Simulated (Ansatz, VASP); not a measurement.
**KBr in VASP and in Ansatz**

```
K Br
1.0
     5.31743    0.00000    0.00000
    -2.65871    4.60503    0.00000
     0.00000    0.00000    6.20254
K Br
2 2
Direct
  0.33333 0.66667 0.93750
  0.66667 0.33333 0.43750
  0.33333 0.66667 0.43750
  0.66667 0.33333 0.93750
```

Change from the starting cell: hydrostatic strain -5.4%.

Alike in both runs: task single point; functional PBE; k mesh 6 × 6 × 4; occupations fermi-dirac, width 0.02 eV; no spin polarisation.

```csv
,VASP,Ansatz
version,VASP 6.6.1,Ansatz 0.2.0
potentials or method,"VASP PAW PBE potentials, release 64 (K_sv, Br)","plane waves, PAW"
plane-wave cutoff (eV),520,420
valence electrons in the cell,32,32
```

VASP gave:

* gap on the k mesh at the Fermi level (eV): 4.42
* pressure (GPa): 3.5
* traceless stress, the component that is largest in VASP (GPa): 0.56

Problem. Estimate Ansatz's values.

Solution. gap on the k mesh at the Fermi level (eV): 4.43; pressure (GPa): 3.4; traceless stress, the component that is largest in VASP (GPa): 0.55.
